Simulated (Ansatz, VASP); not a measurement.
CoSi in VASP and in Ansatz

```
Co Si
1.0
     0.00000    1.89693    1.89693
     1.89693    0.00000    1.89693
     1.89693    1.89693    0.00000
Co Si
1 1
Direct
  0.00000 0.00000 0.00000
  0.50000 0.50000 0.50000
```

Change from the starting cell: volume scaled by 0.55, crystal datasets.

Alike in both runs: task single point; functional r2SCAN; k mesh 14 × 14 × 14; occupations fermi-dirac, width 0.1 eV; no spin polarisation.

|  | VASP | Ansatz |
| --- | --- | --- |
| version | VASP 6.6.1 | Ansatz 0.2.0 |
| potentials or method | VASP PAW PBE potentials, release 64 (Co, Si), cutoff 660 eV | all-electron PAW with datasets made for the crystal, scalar-relativistic |

Ansatz gave:

```
pressure (GPa) : 357.4
```

Q: What did VASP give for the same quantities?

A: Pressure (GPa): 368.7.

VASP's potentials were made for PBE, not for r2SCAN. Both programs put the cell under a high pressure, so it lies far from rest at this level. Ansatz ran all-electron here, and VASP with PAW potentials.

Noted on VASP's run: the cell as given lies far from equilibrium.
